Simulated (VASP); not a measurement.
# GaN (I-4m2) in VASP: relaxation of the atoms with LDA

Aim: the relaxation of the atoms of GaN with LDA.

Everything below comes from runs of VASP 6.6.1. Logs are shortened: lines on timing, memory, paths and dates and some standing lists are left out, and cuts for length are marked.

### Step 1. The cell of the first run

The structure is tetragonal, space group I-4m2 (No. 119). Conventional cell: a = 3.053 Å, b = 3.053 Å, c = 4.672 Å, α = 90.00°, β = 90.00°, γ = 90.00°. Ga (site symmetry -4m2) has 4 N at 1.92 Å within 2.5 Å. Within 2.5 Å of N (site symmetry -4m2) lie 4 Ga at 1.92 Å.

### Step 2. Relaxation of the atoms, LDA (strained cell)

The input, INCAR:

```
SYSTEM = GaN
  ALGO = Normal
  EDIFF = 1E-7
  EDIFFG = -0.002
  ENCUT = 520
  GGA_COMPAT = .False.
  IBRION = 2
  ISIF = 2
  ISMEAR = 0
  LASPH = .True.
  LCHARG = .False.
  LREAL = .False.
  LWAVE = .False.
  NELM = 120
  NELMIN = 4
  NSW = 60
  PREC = Accurate
  SIGMA = 0.02
```

The input, KPOINTS:

```
k-points
0
Gamma
  10 10 10
  0 0 0
```

The input, POSCAR:

```
GaN
1.0
    0.0000000000      2.1585462208      2.3358633304
    2.1585462208      0.0000000000      2.3358633304
    2.1585462208      2.1585462208      0.0000000000
Ga N
1 1
Direct
    0.0000000000      0.0000000000      0.0000000000
    0.2500000000      0.2500000000      0.2500000000
```

Potentials or basis: VASP PAW LDA potentials, release 64 (Ga_d, N).

On the command line:

```bash
> cat potpaw_LDA.64/Ga_d/POTCAR potpaw_LDA.64/N/POTCAR > POTCAR
> mpirun -np 1 vasp_std > vasp.out
```

OUTCAR:

```text
SYSTEM = GaN
   EDIFF = 1E-7
   EDIFFG = -0.002
   ENCUT = 520
   IBRION = 2
   ISIF = 2
   ISMEAR = 0
   LASPH = .True.
   LREAL = .False.
   NELM = 120
   NELMIN = 4
   NSW = 60
   PREC = Accurate

 ion  position               nearest neighbor table
   1  0.000  0.000  0.000-   2 1.92   2 1.92   2 1.92   2 1.92
   2  0.250  0.250  0.250-   1 1.92   1 1.92   1 1.92   1 1.92

  LATTYP: Found a body centered tetragonal cell.
 ALAT       =     3.0526453405
 C/A-ratio  =     1.5303863174

  Lattice vectors:

 A1 = (  -2.1585462208,   0.0000000000,   2.3358633304)
 A2 = (   2.1585462208,   0.0000000000,   2.3358633304)
 A3 = (   0.0000000000,   2.1585462208,  -2.3358633304)

Analysis of symmetry for initial positions (statically):
=====================================================================
 Subroutine PRICEL returns:
 Original cell was already a primitive cell.

 Routine SETGRP: Setting up the symmetry group for a
 body centered tetragonal supercell.

 Subroutine GETGRP returns: Found  8 space group operations
 (whereof  8 operations were pure point group operations)
 out of a pool of 16 trial point group operations.

The static configuration has the point symmetry D_2d.

Analysis of symmetry for dynamics (positions and initial velocities):
=====================================================================
 Subroutine PRICEL returns:
 Original cell was already a primitive cell.

 Routine SETGRP: Setting up the symmetry group for a
 body centered tetragonal supercell.

 Subroutine GETGRP returns: Found  8 space group operations
 (whereof  8 operations were pure point group operations)
 out of a pool of 16 trial point group operations.

The dynamic configuration has the point symmetry D_2d.

 Subroutine INISYM returns: Found  8 space group operations
 (whereof  8 operations are pure point group operations),
 and found     1 'primitive' translations

----------------------------------------------------------------------------------------

                                     Primitive cell

  volume of cell :      21.7671

  direct lattice vectors                    reciprocal lattice vectors
     0.000000000  2.158546221  2.335863330    -0.231637384  0.231637384  0.214053619
     2.158546221  0.000000000  2.335863330     0.231637384 -0.231637384  0.214053619
     2.158546221  2.158546221  0.000000000     0.231637384  0.231637384 -0.214053619

  length of vectors
     3.180499848  3.180499848  3.052645340     0.391319189  0.391319189  0.391319189

  position of ions in fractional coordinates (direct lattice)
     0.000000000  0.000000000  0.000000000
     0.250000000  0.250000000  0.250000000

  ion indices of the primitive-cell ions
   primitive index   ion index
                 1           1
                 2           2

----------------------------------------------------------------------------------------

 KPOINTS: k-points

Automatic generation of k-mesh.
 Grid dimensions read from file:
 generate k-points for:   10   10   10

 Generating k-lattice:

  Cartesian coordinates                     Fractional coordinates (reciprocal lattice)
    -0.023163738  0.023163738  0.021405362     0.100000000  0.000000000  0.000000000
     0.023163738 -0.023163738  0.021405362     0.000000000  0.100000000  0.000000000
     0.023163738  0.023163738 -0.021405362    -0.000000000 -0.000000000  0.100000000

  Length of vectors
     0.039131919  0.039131919  0.039131919

  Shift w.r.t. Gamma in fractional coordinates (k-lattice)
     0.000000000  0.000000000  0.000000000

 Subroutine IBZKPT returns following result:
 ===========================================

 Found    102 irreducible k-points:

 Following reciprocal coordinates:
            Coordinates               Weight
  0.000000  0.000000  0.000000      1.000000
  0.100000  0.000000  0.000000      8.000000
  0.200000  0.000000  0.000000      8.000000
  0.300000  0.000000  0.000000      8.000000
  0.400000  0.000000  0.000000      8.000000
  0.500000  0.000000  0.000000      4.000000
[... 16 lines left out ...]
  0.300000  0.300000  0.000000      2.000000
  0.400000  0.300000  0.000000      8.000000
 [... further k-points ...]
   k-points           NKPTS =    102   k-points in BZ     NKDIM =    102   number of bands    NBANDS=     13
   number of dos      NEDOS =    301   number of ions     NIONS =      2
   total plane-waves  NPLWV =  13824
   dimension x,y,z NGX =    24 NGY =   24 NGZ =   24
   dimension x,y,z NGXF=    48 NGYF=   48 NGZF=   48
   ions per type =               1   1
   NGX,Y,Z   is equivalent  to a cutoff of  12.54, 12.54, 13.07 a.u.
   NGXF,Y,Z  is equivalent  to a cutoff of  25.09, 25.09, 26.14 a.u.
 SYSTEM =  GaN
   PREC   = accura    normal or accurate (medium, high low for compatibility)
   ISTART =      0    job   : 0-new  1-cont  2-samecut
   ICHARG =      2    charge: 1-file 2-atom 10-const
   ISPIN  =      1    spin polarized calculation?
   LNONCOLLINEAR =      F non collinear calculations
   LSORBIT =      F    spin-orbit coupling
   LASPH  =      T    aspherical Exc in radial PAW
   ENCUT  =  520.0 eV  38.22 Ry    6.18 a.u.   5.91  5.91  5.68*2*pi/ulx,y,z
   NELM   =    120;   NELMIN=  4; NELMDL= -5     # of ELM steps
   EDIFF  = 0.1E-06   stopping-criterion for ELM
   LREAL  =      F    real-space projection
   EDIFFG = -.2E-02   stopping-criterion for IOM
   NSW    =     60    number of steps for IOM
   IBRION =      2    ionic relax: 0-MD 1-quasi-New 2-CG
   NFREE  =      1    steps in history (QN), initial steepest desc. (CG)
   ISIF   =      2    stress and relaxation
   ISYM   =      2    0-nonsym 1-usesym 2-fastsym
   POTIM  = 0.5000    time-step for ionic-motion
   TEBEG  =    0.0;   TEEND  =   0.0 temperature during run
   PSTRESS=    0.0 pullay stress
   NELECT =      18.0000    total number of electrons
   NUPDOWN=      -1.0000    fix difference up-down
   EMIN   =  10.00;   EMAX   =-10.00  energy-range for DOS
   EFERMI =   0.00;   METHOD = LEGACY
   ISMEAR =     0;   SIGMA  =   0.02  broadening in eV -4-tet -1-fermi 0-gaus
   EFERMI_NEDOS =   21; number of points for ismear=-14 and -15
   IALGO  =     38    algorithm
   IMIX   =      4    mixing-type and parameters
     AMIX     =   0.40;   BMIX     =  1.00
     AMIX_MAG =   1.60;   BMIX_MAG =  1.00
  volume/ion in A,a.u.               =      10.88        73.45
  Fermi-wavevector in a.u.,A,eV,Ry     =   1.536617  2.903785 32.125963  2.361192
  Thomas-Fermi vector in A             =   2.643241
   LORBIT       =      0    0 simple, 1 ext, 2 COOP (PROOUT), +10 PAW based schemes
   GGA     = CA    functional components
   LHFCALC =     F    Hartree Fock is set to
   AEXX    =    0.0000 exact exchange contribution
   IVDW    =     0    specifies the selected vdW correction
   LEPSILON=     F    determine dielectric tensor
   LRPA    =     F    only Hartree local field effects (RPA)
 conjugate gradient relaxation of ions
 non-spin polarized calculation
 Gauss-broadening in eV      SIGMA  =   0.02
  energy-cutoff  :      520.00
  volume of cell :       21.77
 maximum number of plane-waves:       608
   NGX = 11   NGY = 11   NGZ = 11

 number of electron      18.0000009 magnetization

 Free energy of the ion-electron system (eV)
  ---------------------------------------------------
  ext. energy  EPLUGINS =         0.00000000
  ---------------------------------------------------
  free energy    TOTEN  =       -13.89690822 eV

  energy without entropy =      -13.89690822  energy(sigma->0) =      -13.89690822

 E-fermi :   5.8981     XC(G=0): -12.3942

 val. band max:        5.7469894963   @ k =   0.0000   0.0000   0.0000
 cond. band min:       7.6542696823   @ k =   0.0000   0.0000   0.0000
 fundamental gap:      1.9072801859
 Fermi energy:         5.8981102086

 k-point     1 :       0.0000    0.0000    0.0000
  band No.  band energies     occupation
      1     -10.6369      2.00000
      2      -8.0845      2.00000
      3      -7.9865      2.00000
      4      -7.9865      2.00000
      5      -7.6616      2.00000
      6      -7.6498      2.00000
      7       5.3027      2.00000
      8       5.7470      2.00000
      9       5.7470      2.00000
     10       7.6543      0.00000
     11      15.9984      0.00000
     12      15.9984      0.00000
     13      16.2024      0.00000

 k-point     2 :       0.1000    0.0000    0.0000
  band No.  band energies     occupation
      1     -10.5128      2.00000
      2      -8.0601      2.00000
      3      -7.9713      2.00000
      4      -7.9600      2.00000
      5      -7.6598      2.00000
      6      -7.6538      2.00000
      7       4.4891      2.00000
      8       5.3486      2.00000
      9       5.6514      2.00000
     10       8.4647      0.00000
     11      15.4154      0.00000
     12      16.2170      0.00000
     13      16.3631      0.00000

 k-point     3 :       0.2000    0.0000    0.0000
  band No.  band energies     occupation
      1     -10.1975      2.00000
      2      -8.0075      2.00000
      3      -7.9354      2.00000
      4      -7.8224      2.00000
      5      -7.6597      2.00000
      6      -7.6447      2.00000
      7       2.6420      2.00000
      8       4.9941      2.00000
      9       5.4178      2.00000
     10       9.5206      0.00000
     11      14.5344      0.00000
     12      16.5066      0.00000
     13      16.6689      0.00000
[... 305 lines left out ...]
 k-point    23 :       0.3000    0.3000    0.0000
  band No.  band energies     occupation
      1      -9.7048      2.00000
      2      -7.8457      2.00000
      3      -7.7818      2.00000
      4      -7.7818      2.00000
      5      -7.6087      2.00000
      6      -7.3583      2.00000
      7       0.9085      2.00000
      8       3.9188      2.00000
      9       3.9188      2.00000
     10      10.1515      0.00000
     11      13.3889      0.00000
     12      16.3372      0.00000
     13      18.6423      0.00000

 k-point    24 :       0.4000    0.3000    0.0000
  band No.  band energies     occupation
      1      -9.5620      2.00000
      2      -7.8632      2.00000
      3      -7.7534      2.00000
      4      -7.7445      2.00000
      5      -7.6021      2.00000
      6      -6.8813      2.00000
      7       0.0221      2.00000
      8       3.1768      2.00000
      9       3.6715      2.00000
     10      10.2873      0.00000
     11      13.5150      0.00000
     12      16.0629      0.00000
     13      19.0404      0.00000

 [... further k-points ...]
[... 5 lines left out ...]
  --------------------------------------------------------------------------------------
  -------------------------------------------------------------------------------------
  Total        1.0857519      1.0857519     -0.5633083      0.0000000     -0.0000000     -0.0000000
  in kB       79.9173488     79.9173488    -41.4626066      0.0000000     -0.0000000     -0.0000000
  external PRESSURE =      39.4573637 kB  Pullay stress =       0.0000000 kB

 VOLUME and BASIS-vectors are now :
 -----------------------------------------------------------------------------
  energy-cutoff  :      520.00
  volume of cell :       21.77
      direct lattice vectors                 reciprocal lattice vectors
     0.000000000  2.158546221  2.335863330    -0.231637384  0.231637384  0.214053619
     2.158546221  0.000000000  2.335863330     0.231637384 -0.231637384  0.214053619
     2.158546221  2.158546221  0.000000000     0.231637384  0.231637384 -0.214053619

 POSITION                                       TOTAL-FORCE (eV/Angst)
 -----------------------------------------------------------------------------------
      0.00000      0.00000      0.00000        -0.000000     -0.000000     -0.000000
      1.07927      1.07927      1.16793         0.000000      0.000000      0.000000
 -----------------------------------------------------------------------------------
    total drift:                                0.000001      0.000001     -0.000000

  FREE ENERGIE OF THE ION-ELECTRON SYSTEM (eV)
  ---------------------------------------------------
  free  energy   TOTEN  =       -13.8969082164 eV

  energy  without entropy=      -13.8969082164  energy(sigma->0) =      -13.89690822

 reached required accuracy - stopping structural energy minimisation
```

Run time: 52 s. Hardware: 1 thread of Oxide Virtual Turin-like, shared host; peak memory 0.12 GiB.

Results:

```yaml
Free_energy: -13.8969 eV
Pressure_after_relaxing: 3.9 GPa
Band_gap_on_the_k_mesh: 1.91 eV
```

Final structure:
```cif
data_structure
_symmetry_space_group_name_H-M 'P 1'
_symmetry_Int_Tables_number 1
_cell_length_a 3.1805
_cell_length_b 3.1805
_cell_length_c 3.0526
_cell_angle_alpha 61.321
_cell_angle_beta 61.321
_cell_angle_gamma 57.358
_cell_volume 21.77
loop_
_atom_site_label
_atom_site_type_symbol
_atom_site_fract_x
_atom_site_fract_y
_atom_site_fract_z
_atom_site_occupancy
Ga1 Ga 0.00000 0.00000 0.00000 1
N1 N 0.25000 0.25000 0.25000 1
```

Levels at points of the mesh, in eV from the valence-band top:
| k point | band 5 | band 6 | band 7 | band 8 | band 9 | band 10 | band 11 | band 12 | band 13 |
| --- | --- | --- | --- | --- | --- | --- | --- | --- | --- |
| (0.00, 0.00, 0.00) | -13.41 | -13.40 | -0.44 | 0.00 | 0.00 | 1.91 | 10.25 | 10.25 | 10.46 |
| (0.50, 0.00, 0.00) | -13.32 | -12.02 | -7.58 | -1.52 | -0.85 | 4.55 | 8.72 | 9.97 | 10.96 |
| (0.50, 0.50, 0.00) | -13.33 | -11.86 | -7.15 | -2.61 | -2.61 | 3.55 | 7.48 | 10.97 | 14.41 |
| (0.50, 0.00, 0.50) | -13.31 | -11.39 | -6.24 | -3.25 | -3.22 | 2.95 | 6.21 | 12.07 | 13.01 |

Caveat: the cell differs from its parent crystal (strained cell).
